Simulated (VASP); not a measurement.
I, 1 atom in the cell. It takes space group I4/mmm (No. 139, tetragonal). The conventional cell has a = 3.175 Å, b = 3.175 Å, c = 7.484 Å, α = 90.00°, β = 90.00°, γ = 90.00°. Within 4.2 Å of I (site symmetry 4/mmm) lie 4 I at 3.18 Å. 

* Program: VASP 6.6.1
* Task: relaxation of cell and atoms
* Functional: PBEsol
* Potentials or basis: VASP PAW PBE potentials, release 64 (I)
* Cutoff: 600 eV
* k mesh: 18 × 18 × 18
* Occupations: gaussian, width 0.1 eV
* Spin: no spin polarisation
* Dipole correction: no
* Further INCAR settings: ALGO = Normal; EDIFF = 1e-06; IBRION = 2; EDIFFG = -0.005; NSW = 100; ISIF = 3

Potentials or basis: VASP PAW PBE potentials, release 64 (I).

The run is started by

```bash
$ cat potpaw_PBE.64/I/POTCAR > POTCAR
$ mpirun -np 1 vasp_std > vasp.out
```

Hardware: 1 thread of Oxide Virtual Turin-like Processor (shared host).

How long does it take, and how much memory?

It took 3.7 min on 1 thread of Oxide Virtual Turin-like Processor, on a shared host, peak memory 0.3 GiB. Counts: scf iterations 10, k points 480, ion steps 1.
